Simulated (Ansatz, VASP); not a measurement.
# One calculation of Ru, two programs

```
CELL_PARAMETERS angstrom
2.70580 0.00000 0.00000
-1.35290 2.34329 0.00000
0.00000 0.00000 4.28190
ATOMIC_POSITIONS crystal
Ru 0.33333 0.66667 0.25000
Ru 0.66667 0.33333 0.75000
```

Alike in both runs: task single point; functional r2SCAN; k mesh 14 × 14 × 8; occupations fermi-dirac, width 0.1 eV; no spin polarisation.

|  | VASP | Ansatz |
| --- | --- | --- |
| version | VASP 6.6.1 | Ansatz 0.2.0 |
| potentials or method | VASP PAW PBE potentials, release 64 (Ru_pv), cutoff 550 eV | plane waves, PAW |
| valence electrons in the cell | 28 | 32 |

Ansatz gave:

| Property | Result |
| --- | --- |
| pressure (GPa) | -1.8 |
| traceless stress, the component that is largest in VASP (GPa) | -1.35 |

Question: Which values does VASP return?

Answer: Pressure (GPa): -0.3; traceless stress, the component that is largest in VASP (GPa): -1.25.

VASP's potentials were made for PBE, not for r2SCAN. The functional is the same, so the differences come from potentials, cutoffs and numerics. VASP's potentials hold 28 valence electrons a cell and Ansatz's 32, so a difference there can come from the potentials and not from the codes.
